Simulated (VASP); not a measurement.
Input of a VASP 6.6.1 run:

File INCAR:

```
  ALGO = Normal
  EDIFF = 1E-7
  ENCUT = 520
  GGA = PE
  ISIF = 2
  ISMEAR = 0
  LASPH = T
  LCHARG = F
  LREAL = F
  LWAVE = F
  NBANDS = 15
  NELM = 60
  PREC = Accurate
  SIGMA = 0.15
```

KPOINTS

```
k-points
0
Gamma
  18 18 18
```

Contents of POSCAR:

```
TaN
1.0
    0.0000000000      2.2853961859      2.0535443989
    2.2853961859      0.0000000000      2.0535443989
    2.2853961859      2.2853961859      0.0000000000
Ta N
1 1
Direct
    0.4952498232      0.5047501768      0.5047501768
    0.0613646338     -0.0613646338     -0.0613646338
```

Potentials or basis: VASP PAW PBE potentials, release 64 (Ta_pv, N).

Command:

```bash
$ cat potpaw_PBE.64/Ta_pv/POTCAR potpaw_PBE.64/N/POTCAR > POTCAR
$ mpirun -np 1 vasp_std > vasp.out
```

Q: Estimate the largest force.

A: 1.760 eV/Å.

Q: Predict the band gap on the k mesh.

A: Zero (bands 8 and 9 overlap by 2.86 eV).

Q: Estimate the pressure.

A: 22.1 GPa.

Stress tensor (GPa, compression positive):
```
 25.62   0.00   0.00
  0.00 -10.50   0.00
  0.00   0.00  51.18
```

Caveat: the cell differs from its parent crystal (atoms displaced along a vibrational mode, the cell strained); the cell stands under pressure; spin-orbit coupling is left out, which moves the levels of the heavy elements; forces of over 1 eV/Å act on the atoms, so gaps and moduli don't describe the material at rest.
